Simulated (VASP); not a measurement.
# Al2Cu (P4/mmm) in VASP: a series of runs, part 2 of 2

VASP 6.6.1.

## (3) Single point, r2SCAN

The input, POSCAR:

```
Al2Cu
1.0
    4.1051820000      0.0000000000      0.0000000000
    0.0000000000      4.1051820000      0.0000000000
    0.0000000000      0.0000000000      2.8913130000
Al Cu
2 1
Direct
    0.5000000000      0.0000000000      0.5000000000
    0.0000000000      0.5000000000      0.5000000000
    0.0000000000      0.0000000000      0.0000000000
```

The input, INCAR.step1:

```
SYSTEM = Al2Cu
ALGO     = Normal         ! electronic algorithm
EDIFF    = 1E-4           ! SCF threshold, eV
ENCUT    = 520            ! plane-wave cutoff, eV
GGA      = PE             ! functional
ISMEAR   = 0              ! smearing method
LASPH    = .True.         ! aspherical terms in the spheres
LCHARG   = .False.        ! write CHGCAR
LREAL    = .False.        ! projectors in reciprocal space
LWAVE    = .True.         ! write WAVECAR
NBANDS   = 16             ! bands
NELM     = 60             ! most SCF steps
PREC     = Accurate       ! precision mode
SIGMA    = 0.02           ! smearing width, eV
```

The input, INCAR.step2:

```
SYSTEM = Al2Cu
ALGO     = Normal         ! electronic algorithm
EDIFF    = 1E-6           ! SCF threshold, eV
ENCUT    = 520            ! plane-wave cutoff, eV
ISIF     = 2              ! what is computed and relaxed
ISMEAR   = 0              ! smearing method
ISTART   = 1            
LASPH    = .True.         ! aspherical terms in the spheres
LCHARG   = .False.        ! write CHGCAR
LMIXTAU  = .True.       
LREAL    = .False.        ! projectors in reciprocal space
LWAVE    = .False.        ! write WAVECAR
METAGGA  = R2SCAN         ! meta-GGA
NBANDS   = 16             ! bands
NELM     = 60             ! most SCF steps
PREC     = Accurate       ! precision mode
SIGMA    = 0.02           ! smearing width, eV
```

The input, KPOINTS:

```
k-points
0
Gamma
  10 10 14
  0 0 0
```

Potentials or basis: VASP PAW PBE potentials, release 64 (Al, Cu).

The run is started by

```bash
$ cat potpaw_PBE.64/Al/POTCAR potpaw_PBE.64/Cu/POTCAR > POTCAR
$ cp INCAR.step1 INCAR
$ mpirun -np 1 vasp_std > vasp.out
$ cp INCAR.step2 INCAR
$ mpirun -np 1 vasp_std > vasp.out
```

OUTCAR:

```text
SYSTEM = Al2Cu
   EDIFF = 1E-6
   ENCUT = 520
   ISIF = 2
   ISMEAR = 0
   ISTART = 1
   LASPH = .True.
   LREAL = .False.
   METAGGA = R2SCAN
   NELM = 60
   PREC = Accurate

 ion  position               nearest neighbor table
   1  0.500  0.000  0.500-   3 2.51   3 2.51   3 2.51   3 2.51   2 2.90   2 2.90   2 2.90   2 2.90

   2  0.000  0.500  0.500-   3 2.51   3 2.51   3 2.51   3 2.51   1 2.90   1 2.90   1 2.90   1 2.90

   3  0.000  0.000  0.000-   1 2.51   2 2.51   1 2.51   2 2.51   2 2.51   2 2.51   1 2.51   1 2.51

  LATTYP: Found a simple tetragonal cell.
 ALAT       =     4.1051820000
 C/A-ratio  =     0.7043081159

  Lattice vectors:

 A1 = (   4.1051820000,   0.0000000000,   0.0000000000)
 A2 = (   0.0000000000,   4.1051820000,   0.0000000000)
 A3 = (   0.0000000000,   0.0000000000,   2.8913130000)

Analysis of symmetry for initial positions (statically):
=====================================================================
 Subroutine PRICEL returns:
 Original cell was already a primitive cell.

 Routine SETGRP: Setting up the symmetry group for a
 simple tetragonal supercell.

 Subroutine GETGRP returns: Found 16 space group operations
 (whereof 16 operations were pure point group operations)
 out of a pool of 16 trial point group operations.

The static configuration has the point symmetry D_4h.

Analysis of symmetry for dynamics (positions and initial velocities):
=====================================================================
 Subroutine PRICEL returns:
 Original cell was already a primitive cell.

 Routine SETGRP: Setting up the symmetry group for a
 simple tetragonal supercell.

 Subroutine GETGRP returns: Found 16 space group operations
 (whereof 16 operations were pure point group operations)
 out of a pool of 16 trial point group operations.

The dynamic configuration has the point symmetry D_4h.

 Subroutine INISYM returns: Found 16 space group operations
 (whereof 16 operations are pure point group operations),
 and found     1 'primitive' translations

----------------------------------------------------------------------------------------

                                     Primitive cell

  volume of cell :      48.7259

  direct lattice vectors                    reciprocal lattice vectors
     4.105182000  0.000000000  0.000000000     0.243594559  0.000000000  0.000000000
     0.000000000  4.105182000  0.000000000     0.000000000  0.243594559  0.000000000
     0.000000000  0.000000000  2.891313000     0.000000000  0.000000000  0.345863627

  length of vectors
     4.105182000  4.105182000  2.891313000     0.243594559  0.243594559  0.345863627

  position of ions in fractional coordinates (direct lattice)
     0.500000000  0.000000000  0.500000000
     0.000000000  0.500000000  0.500000000
     0.000000000  0.000000000  0.000000000

  ion indices of the primitive-cell ions
   primitive index   ion index
                 1           1
                 2           2
                 3           3

----------------------------------------------------------------------------------------

 KPOINTS: k-points

Automatic generation of k-mesh.
 Grid dimensions read from file:
 generate k-points for:   10   10   14

 Generating k-lattice:

  Cartesian coordinates                     Fractional coordinates (reciprocal lattice)
     0.024359456  0.000000000  0.000000000     0.100000000  0.000000000  0.000000000
     0.000000000  0.024359456  0.000000000     0.000000000  0.100000000  0.000000000
     0.000000000  0.000000000  0.024704545     0.000000000  0.000000000  0.071428571

  Length of vectors
     0.024359456  0.024359456  0.024704545

  Shift w.r.t. Gamma in fractional coordinates (k-lattice)
     0.000000000  0.000000000  0.000000000

 Subroutine IBZKPT returns following result:
 ===========================================

 Found    168 irreducible k-points:

 Following reciprocal coordinates:
            Coordinates               Weight
  0.000000  0.000000  0.000000      1.000000
  0.100000  0.000000  0.000000      4.000000
  0.200000  0.000000  0.000000      4.000000
  0.300000  0.000000  0.000000      4.000000
  0.400000  0.000000  0.000000      4.000000
  0.500000  0.000000  0.000000      2.000000
[... 16 lines left out ...]
  0.100000  0.000000  0.071429      8.000000
  0.200000  0.000000  0.071429      8.000000
 [... further k-points ...]
   k-points           NKPTS =    168   k-points in BZ     NKDIM =    168   number of bands    NBANDS=     16
   number of dos      NEDOS =    301   number of ions     NIONS =      3
   total plane-waves  NPLWV =  24576
   dimension x,y,z NGX =    32 NGY =   32 NGZ =   24
   dimension x,y,z NGXF=    64 NGYF=   64 NGZF=   48
   ions per type =               2   1
   NGX,Y,Z   is equivalent  to a cutoff of  12.96, 12.96, 13.80 a.u.
   NGXF,Y,Z  is equivalent  to a cutoff of  25.92, 25.92, 27.60 a.u.
 SYSTEM =  Al2Cu
   PREC   = accura    normal or accurate (medium, high low for compatibility)
   ISTART =      1    job   : 0-new  1-cont  2-samecut
   ICHARG =      0    charge: 1-file 2-atom 10-const
   ISPIN  =      1    spin polarized calculation?
   LNONCOLLINEAR =      F non collinear calculations
   LSORBIT =      F    spin-orbit coupling
   LASPH  =      T    aspherical Exc in radial PAW
   ENCUT  =  520.0 eV  38.22 Ry    6.18 a.u.   7.63  7.63  5.38*2*pi/ulx,y,z
   NELM   =     60;   NELMIN=  2; NELMDL=  0     # of ELM steps
   EDIFF  = 0.1E-05   stopping-criterion for ELM
   LREAL  =      F    real-space projection
   EDIFFG = 0.1E-04   stopping-criterion for IOM
   NSW    =      0    number of steps for IOM
   IBRION =     -1    ionic relax: 0-MD 1-quasi-New 2-CG
   NFREE  =      0    steps in history (QN), initial steepest desc. (CG)
   ISIF   =      2    stress and relaxation
   ISYM   =      2    0-nonsym 1-usesym 2-fastsym
   POTIM  = 0.5000    time-step for ionic-motion
   TEBEG  =    0.0;   TEEND  =   0.0 temperature during run
   PSTRESS=    0.0 pullay stress
   NELECT =      17.0000    total number of electrons
   NUPDOWN=      -1.0000    fix difference up-down
   EMIN   =  10.00;   EMAX   =-10.00  energy-range for DOS
   EFERMI =   0.00;   METHOD = LEGACY
   ISMEAR =     0;   SIGMA  =   0.02  broadening in eV -4-tet -1-fermi 0-gaus
   EFERMI_NEDOS =   21; number of points for ismear=-14 and -15
   IALGO  =     38    algorithm
   IMIX   =      4    mixing-type and parameters
     AMIX     =   0.40;   BMIX     =  1.00
     AMIX_MAG =   1.60;   BMIX_MAG =  1.00
  volume/ion in A,a.u.               =      16.24       109.61
  Fermi-wavevector in a.u.,A,eV,Ry     =   1.152492  2.177894 18.071765  1.328237
  Thomas-Fermi vector in A             =   2.289142
   LORBIT       =      0    0 simple, 1 ext, 2 COOP (PROOUT), +10 PAW based schemes
   METAGGA = R2SCAN    functional components
   LHFCALC =     F    Hartree Fock is set to
   AEXX    =    0.0000 exact exchange contribution
   IVDW    =     0    specifies the selected vdW correction
   LEPSILON=     F    determine dielectric tensor
   LRPA    =     F    only Hartree local field effects (RPA)
 non-spin polarized calculation
 Gauss-broadening in eV      SIGMA  =   0.02
  energy-cutoff  :      520.00
  volume of cell :       48.73
 maximum number of plane-waves:      1339
 NGX is ok and might be reduce to    32
   NGX = 15   NGY = 15   NGZ = 11

 number of electron      16.9999979 magnetization

 Free energy of the ion-electron system (eV)
  ---------------------------------------------------
  ext. energy  EPLUGINS =         0.00000000
  ---------------------------------------------------
  free energy    TOTEN  =       -24.40616733 eV

  energy without entropy =      -24.40591260  energy(sigma->0) =      -24.40603997

 E-fermi :   7.0515     XC(G=0): -11.1165

 val. band max:        7.0462180548   @ k =   0.5000   0.1000   0.3571
 cond. band min:       7.0522630003   @ k =   0.4000   0.2000   0.2143
 fundamental gap:      0.0060449455
 Fermi energy:         7.0515434485

 k-point     1 :       0.0000    0.0000    0.0000
  band No.  band energies     occupation
      1      -4.0038      2.00000
      2       1.5098      2.00000
      3       2.0221      2.00000
      4       2.6746      2.00000
      5       2.9114      2.00000
      6       2.9114      2.00000
[... 8 lines left out ...]
     15      14.4927      0.00000
     16      20.4637      0.00000
[... 419 lines left out ...]
 k-point    24 :       0.2000    0.0000    0.0714
  band No.  band energies     occupation
      1      -3.5527      2.00000
      2       1.1847      2.00000
      3       1.9892      2.00000
      4       2.5910      2.00000
      5       2.7525      2.00000
      6       2.8283      2.00000
[... 8 lines left out ...]
     15      17.7881      0.00000
     16      17.8971      0.00000

 [... further k-points ...]
[... 5 lines left out ...]
  --------------------------------------------------------------------------------------
  -------------------------------------------------------------------------------------
  Total       -0.6187606     -0.6187606     -0.8655783      0.0000000      0.0000000      0.0000000
  in kB      -20.3457307    -20.3457307    -28.4614495      0.0000000      0.0000000      0.0000000
  external PRESSURE =     -23.0509703 kB  Pullay stress =       0.0000000 kB

 VOLUME and BASIS-vectors are now :
 -----------------------------------------------------------------------------
  energy-cutoff  :      520.00
  volume of cell :       48.73
      direct lattice vectors                 reciprocal lattice vectors
     4.105182000  0.000000000  0.000000000     0.243594559  0.000000000  0.000000000
     0.000000000  4.105182000  0.000000000     0.000000000  0.243594559  0.000000000
     0.000000000  0.000000000  2.891313000     0.000000000  0.000000000  0.345863627

 POSITION                                       TOTAL-FORCE (eV/Angst)
 -----------------------------------------------------------------------------------
      2.05259      0.00000      1.44566         0.000000      0.000000      0.000000
      0.00000      2.05259      1.44566         0.000000      0.000000      0.000000
      0.00000      0.00000      0.00000         0.000000      0.000000      0.000000
 -----------------------------------------------------------------------------------
    total drift:                                0.000000     -0.000000      0.000000

  FREE ENERGIE OF THE ION-ELECTRON SYSTEM (eV)
  ---------------------------------------------------
  free  energy   TOTEN  =       -24.4061673260 eV

  energy  without entropy=      -24.4059126047  energy(sigma->0) =      -24.40603997
```

It took 4.1 min on 1 thread of Intel Xeon 6975P-C, shared host; peak memory 0.27 GiB.

Results:

```yaml
Free_energy: -24.4062 eV
Pressure: -2.3 GPa
```

Stress tensor (GPa, compression positive):
```
-2.03  0.00  0.00
 0.00 -2.03  0.00
 0.00  0.00 -2.85
```

Caveat: the PAW data sets were made with another functional, which shifts forces and pressure a little.

## (4) Single point, r2SCAN

POSCAR is that of step 3.

The input, INCAR.step1:

```
SYSTEM = Al2Cu
PREC = Accurate ; ENCUT = 520
ISMEAR = -1 ; SIGMA = 0.01
LREAL = .FALSE. ; LASPH = .TRUE.
NELM = 60 ; NBANDS = 16
GGA = PE ; ALGO = Normal
EDIFF = 1E-4 ; LWAVE = .TRUE.
LCHARG = .FALSE.
```

The input, INCAR.step2:

```
SYSTEM = Al2Cu
PREC = Accurate ; ENCUT = 520
EDIFF = 1E-7 ; ISMEAR = -1
SIGMA = 0.01 ; LREAL = .FALSE.
LASPH = .TRUE. ; NELM = 60
ALGO = Normal ; ISIF = 2
LWAVE = .FALSE. ; LCHARG = .FALSE.
METAGGA = R2SCAN ; LMIXTAU = .TRUE.
NBANDS = 16 ; ISTART = 1
```

The input, KPOINTS:

```
Automatic mesh
0
G
  10 10 14
  0 0 0
```

The run is started by

```bash
$ cat potpaw_PBE.64/Al/POTCAR potpaw_PBE.64/Cu/POTCAR > POTCAR
$ cp INCAR.step1 INCAR
$ mpirun -np 1 vasp_std > vasp.out
$ cp INCAR.step2 INCAR
$ mpirun -np 1 vasp_std > vasp.out
```

Wall time 4.8 min (1 thread of Intel Xeon 6975P-C, shared host); peak memory 0.27 GiB.

It converged, with:

```yaml
Free_energy: -24.4062 eV
Pressure: -2.2 GPa
```

Stress tensor (GPa, compression positive):
```
-1.95  0.00  0.00
 0.00 -1.95  0.00
 0.00  0.00 -2.77
```

Levels at points of the mesh, in eV from the Fermi level:
```
           k point  band 7  band 8  band 9  band 10  band 11  band 12
(0.00, 0.00, 0.00)   -2.52   -2.52    0.10     1.09     6.42     6.68
(0.50, 0.00, 0.00)   -4.14   -1.13    1.67     1.99     2.18     7.88
(0.50, 0.50, 0.00)   -4.17   -4.17   -2.50     8.99     8.99     9.83
(0.00, 0.00, 0.50)   -3.10    2.68    2.68     2.68     2.89     2.89
(0.50, 0.00, 0.50)   -3.20   -2.56   -1.73     3.92     4.19     4.58
(0.50, 0.50, 0.50)   -2.40   -2.40   -0.97    -0.83     0.10     0.10
```

Caveat: the PAW data sets were made with another functional, which shifts forces and pressure a little.

## (5) Summary

| smearing | gap on the mesh (eV) | pressure (GPa) |
| --- | --- | --- |
| gaussian 0.01 eV | none | -2.3 |
| gaussian 0.02 eV | none | -2.3 |
| fermi-dirac 0.01 eV | none | -2.2 |

Alike in all rows: task single point; level r2SCAN; potentials or basis VASP PAW PBE potentials, release 64 (Al, Cu); no spin polarisation; cell as given; k mesh 10 × 10 × 14; cutoff (eV) 520.

Every run on the cell as given and a fine mesh finds a metal.

Caveats: the PAW data sets were made with another functional, which shifts forces and pressure a little.

Absolute energies hang on the potentials; compare differences alone.
